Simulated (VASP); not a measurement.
Al3B2W:

```xyz
6
Lattice="4.1103 0.0000 0.0000 0.0000 4.1103 0.0000 0.0000 0.0000 5.7921" Properties=species:S:1:pos:R:3 pbc="T T T"
Al    0.0000    2.0552    0.0000
Al    2.0552    0.0000    0.0000
Al    2.0552    2.0552    2.8960
B     2.0552    2.0552    0.9838
B     2.0552    2.0552    4.8082
W     0.0000    0.0000    2.8960
```

The cell was generated, and may not be a known phase.

| Item | Value |
| --- | --- |
| Program | VASP 6.6.1 |
| Task | relaxation of cell and atoms |
| Functional | PBE |
| Potentials or basis | VASP PAW PBE potentials, release 64 (Al, B, W_sv) |
| Cutoff | 500 eV |
| k mesh | 4 × 4 × 3 |
| Occupations | gaussian, width 0.2 eV |
| Spin | no spin polarisation |

At the start: pressure -9.5 GPa; volume 16.31 Å³/atom.

Task: How do energy, volume and symmetry change on relaxing?

Result: Over 6 steps the energy falls by 185.7 meV/atom and the volume is 14.30 Å³/atom (-12.3 %); space group P4/mmm (No. 123, to 0.1 Å) before and after.

Step by step:
```
step  energy change (eV)  largest force (eV/Å)  pressure (GPa)  volume (Å³)
   1              0.0000                4.0302           -9.50        97.86
   2             -0.9707                2.4557            2.69        84.73
   3             -1.0991                0.2171           -2.14        87.71
   4             -1.0996                0.3405           -1.88        87.52
   5             -1.1126                0.0607            0.84        85.23
   6             -1.1141                0.0417            0.15        85.78
```

Final structure:
```
CELL_PARAMETERS angstrom
3.89173 0.00000 0.00000
0.00000 3.89173 0.00000
0.00000 0.00000 5.66344
ATOMIC_POSITIONS crystal
Al 0.00000 0.50000 0.00000
Al 0.50000 0.00000 0.00000
Al 0.50000 0.50000 0.50000
B 0.50000 0.50000 0.14538
B 0.50000 0.50000 0.85462
W 0.00000 0.00000 0.50000
```

Caveat: the k points lie up to 0.40 Å⁻¹ apart in the final cell, too coarse for converged energies and pressures of a metal; the relaxation stopped at a loose force limit of 0.08 eV/Å, so its end isn't a converged minimum.
